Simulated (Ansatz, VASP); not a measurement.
# One calculation of Cs, two programs

File INCAR:

```
SYSTEM = Cs
PREC = Accurate
ENCUT = 520
EDIFF = 1E-7
ISMEAR = -1
SIGMA = 0.1
LREAL = .False.
LASPH = .True.
NELM = 60
ALGO = Normal
ISIF = 2
LWAVE = .False.
LCHARG = .False.
NBANDS = 10
```

KPOINTS

```
regular mesh
0
Gamma
  9 9 9
  0 0 0
```

POSCAR

```
Cs
1.0
    0.0000000000      3.4847321325      3.4847321325
    3.4847321325      0.0000000000      3.4847321325
    3.4847321325      3.4847321325      0.0000000000
Cs
1
Direct
    0.0000000000      0.0000000000      0.0000000000
```

Input for Ansatz:

```yaml
crystal:
  lattice:
    - [0.0, 3.4847321325, 3.4847321325]
    - [3.4847321325, 0.0, 3.4847321325]
    - [3.4847321325, 3.4847321325, 0.0]
  atoms:
    - { symbol: Cs, position: [0.0, 0.0, 0.0] }
hamiltonian:
  xc: lda
  pseudopotentials:
    kind: paw
    azcp:
      Cs: "pseudopotentials/Cs.paw.azcp"
basis:
  ecutwfc: 420
  fft_grid_basis: typed
kpoints:
  mp_grid: { grid: [9, 9, 9], shift: [0, 0, 0] }
magnetization:
  spin_polarized: false
scf:
  occupations: { method: fermi_dirac, width: 0.1 }
  lower_state_search: "off"
output:
  stress: true
  write_density: true
  write_potential: true
  elf: true
  volumetric_format: npy
```

Alike in both runs: task single point; functional LDA; k mesh 9 × 9 × 9; occupations fermi-dirac, width 0.1 eV; no spin polarisation.

|  | VASP | Ansatz |
| --- | --- | --- |
| version | VASP 6.6.1 | Ansatz 0.2.0 |
| potentials or method | VASP PAW LDA potentials, release 64 (Cs_sv), cutoff 520 eV | plane waves (420 eV) with PAW, scalar-relativistic |
| valence electrons in the cell | 9 | 9 |

|  | VASP | Ansatz | Ansatz less VASP |
| --- | --- | --- | --- |
| pressure (GPa) | 0.4 | 0.4 | +0.01 |

Ansatz warns that its potentials were made for another functional, while VASP's fit it. LDA's correlation is that of Perdew and Zunger in VASP and of Perdew and Wang (1992) in Ansatz.

Neither program's run includes spin-orbit coupling.
